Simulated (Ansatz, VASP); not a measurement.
## Ta4C3 in VASP and in Ansatz

```xyz
7
Lattice="4.4453 0.0000 0.0000 0.0000 4.4453 0.0000 0.0000 0.0000 4.4453" Properties=species:S:1:pos:R:3 pbc="T T T"
Ta    0.0000    2.2226    2.2226
Ta    2.2226    0.0000    2.2226
Ta    2.2226    2.2226    0.0000
Ta    0.0000    0.0000    0.0000
C     2.2226    0.0000    0.0000
C     0.0000    2.2226    0.0000
C     0.0000    0.0000    2.2226
```

Alike in both runs: task single point; functional r2SCAN; k mesh 8 × 8 × 8; occupations gaussian, width 0.1 eV; no spin polarisation.

```csv
,VASP,Ansatz
version,VASP 6.6.1,Ansatz 0.2.0
potentials or method,"VASP PAW PBE potentials, release 64 (Ta_pv, C), cutoff 520 eV","scalar-relativistic, plane waves, PAW"
valence electrons in the cell,56,64
```

|  | VASP | Ansatz | Ansatz less VASP |
| --- | --- | --- | --- |
| gap on the k mesh at the Fermi level (eV) | none | none | - |
| pressure (GPa) | -3.1 | -4.1 | -1.01 |

VASP's potentials were made for PBE, not for r2SCAN. A gap of «none» marks a metal or a gap that the smearing closes. VASP's potentials hold 56 valence electrons a cell and Ansatz's 64, so a difference there can come from the potentials and not from the codes.

Neither program's run includes spin-orbit coupling.
